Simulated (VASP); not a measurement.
Write the native input for VASP 6.6.1 that does the following.

| Quantity | Value |
| --- | --- |
| Task | single point |
| Functional | RPBE |
| Potentials or basis | VASP PAW PBE potentials, release 64 (K_sv, F) |
| Cutoff | 600 eV |
| k mesh | 6 × 6 × 6 |
| Occupations | gaussian, width 0.1 eV |
| Spin | no spin polarisation |
| Dipole correction | no |
| Further INCAR settings | ALGO = Normal; EDIFF = 1e-06; NBANDS = 15 |

The structure of KF lies in POSCAR:

```
KF
1.0
    0.0000000000      2.6544134050      2.6544134050
    2.6544134050      0.0000000000      2.6544134050
    2.6544134050      2.6544134050      0.0000000000
K F
1 1
Direct
    0.0000000000      0.0000000000      0.0000000000
    0.5000000000      0.5000000000      0.5000000000
```

These files were run (other wordings do the same):

INCAR

```
ALGO = Normal ; EDIFF = 1E-6
ENCUT = 600 ; GGA = RP
GGA_COMPAT = False ; ISIF = 2
ISMEAR = 0 ; LASPH = True
LCHARG = False ; LREAL = False
LWAVE = False ; NBANDS = 15
NELM = 120 ; PREC = Accurate
SIGMA = 0.1
```

KPOINTS

```
k-points
0
Gamma
  6 6 6
```

Potentials or basis: VASP PAW PBE potentials, release 64 (K_sv, F).

Command:

```bash
$ cat potpaw_PBE.64/K_sv/POTCAR potpaw_PBE.64/F/POTCAR > POTCAR
$ mpirun -np 1 vasp_std > vasp.out
```

Results of the run:

```yaml
Pressure: 4.9 GPa
Band_gap_on_the_k_mesh: 6.61 eV
```

Caveat: the cell stands under pressure; the PAW data sets were made with another functional, which shifts forces and pressure a little.

Run time: 13 s on 1 thread of Intel(R) Xeon(R) Platinum 8259CL CPU @ 2.50GHz (Skylake/Cascade Lake), with other jobs on the host, peak memory 0.17 GiB.
